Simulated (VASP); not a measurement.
Write the native input for VASP 6.6.1 that does the following.

* Task: relaxation of cell and atoms
* Functional: PBE
* Potentials or basis: VASP PAW PBE potentials, release 64 (Hf_pv)
* Cutoff: 600 eV
* k mesh: 6 × 6 × 4
* Occupations: gaussian, width 0.1 eV
* Spin: no spin polarisation
* Dipole correction: no
* Further INCAR settings: ALGO = Normal; EDIFF = 1e-07; IBRION = 2; EDIFFG = -0.04; NSW = 90; ISIF = 3

The structure of Hf lies in POSCAR:

```
Hf
1.0
    4.1083145766      0.0000000000      0.0000000000
   -2.0541572884      3.5579047901      0.0000000000
    0.0000000000      0.0000000000      4.6610204125
Hf
3
Direct
    0.2254000000      0.0000000000      0.3333333333
    0.0000000000      0.2254000000      0.6666666667
    0.7746000000      0.7746000000      0.0000000000
```

One way to write it, as run:

INCAR

```
SYSTEM = Hf
  PREC = Accurate
  ENCUT = 600
  EDIFF = 1E-7
  ISMEAR = 0
  SIGMA = 0.1
  LREAL = .False.
  LASPH = .True.
  NELM = 60
  ALGO = Normal
  ISIF = 3
  LWAVE = .False.
  LCHARG = .False.
  GGA = PE
  IBRION = 2
  NSW = 90
  EDIFFG = -0.04
```

KPOINTS

```
Automatic mesh
0
Gamma
  6 6 4
  0 0 0
```

Potentials or basis: VASP PAW PBE potentials, release 64 (Hf_pv).

Run with:

```sh
$ cat potpaw_PBE.64/Hf_pv/POTCAR > POTCAR
$ mpirun -np 1 vasp_std > vasp.out
```

Results of the run:

* Relaxed volume: 22.28 Å³/atom
* Relaxed cell: a = 3.163 Å, b = 3.163 Å, c = 7.716 Å, α = 90.00°, β = 90.00°, γ = 120.00°
* Space group after relaxing (to 0.05 Å): P6_422 (No. 181)
* Energy gained by relaxing: 2532.1 meV/atom
* Ionic steps: 31
* Pressure after relaxing: 0.2 GPa
* Largest force after relaxing: 0.009 eV/Å
* Band gap on the k mesh: zero (band 15 reaches 5.42 eV, above the bottom of band 16 at 4.46 eV)

Caveat: spin-orbit coupling is left out, which moves the levels of the heavy elements.

Wall time 6.5 min on 1 thread of Intel(R) Xeon(R) 6975P-C (Granite Rapids), on a shared host, peak memory 0.24 GiB.
